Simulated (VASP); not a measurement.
TiAl5:

```
CELL_PARAMETERS angstrom
3.05169 0.00000 0.00000
-1.52584 2.64284 0.00000
0.00000 0.00000 15.27029
ATOMIC_POSITIONS crystal
Ti 0.00000 0.00000 0.00000
Al 0.66667 0.33333 0.16976
Al 0.00000 0.00000 0.33337
Al 0.66667 0.33333 0.50000
Al 0.00000 0.00000 0.66663
Al 0.66667 0.33333 0.83024
```

The cell was built from a structure type or drawn by symmetry, and may not be a known phase.

| Quantity | Value |
| --- | --- |
| Program | VASP 6.6.1 |
| Task | relaxation of cell and atoms |
| Functional | PBE |
| Potentials or basis | VASP PAW PBE potentials, release 64 (Ti_sv, Al) |
| Cutoff | 600 eV |
| k mesh | 6 × 6 × 1 |
| Occupations | gaussian, width 0.1 eV |
| Spin | no spin polarisation |

At the start: pressure -11.5 GPa; volume 20.53 Å³/atom.

Question: Where does the relaxation end?

Answer: Over 11 steps the energy falls by 186.8 meV/atom and the volume is 16.64 Å³/atom (-18.9 %); space group P-6m2 (No. 187, to 0.1 Å) before and after.

Step by step:
```csv
step,energy change (eV),largest force (eV/Å),pressure (GPa),volume (Å³)
1,0.0000,0.3025,-11.53,123.16
2,-1.1018,0.2191,0.85,98.63
3,-1.1033,0.2229,0.20,99.34
4,-1.1028,0.2253,-0.19,99.78
5,-1.1096,0.1740,-0.27,99.94
6,-1.1123,0.1082,-0.33,100.15
7,-1.1176,0.0861,0.09,99.68
8,-1.1188,0.0755,0.39,99.36
9,-1.1202,0.0400,-0.15,99.98
10,-1.1202,0.0457,-0.07,99.88
11,-1.1205,0.0175,-0.04,99.86
```

Final structure:
```
Ti Al
1.0
     2.88325    0.00000    0.00000
    -1.44163    2.49697    0.00000
     0.00000    0.00000   13.87008
Ti Al
1 5
Cartesian
  2.8833 0.0000 13.8701
  1.4416 0.8323 2.2917
  -1.4416 2.4970 4.5806
  1.4416 0.8323 6.9350
  0.0000 0.0000 9.2895
  1.4416 0.8323 11.5784
```

Caveat: the k points lie up to 0.45 Å⁻¹ apart in the final cell, too coarse for converged energies and pressures of a metal; the volume moved by over 15 % at a fixed basis, so the end points are rough.
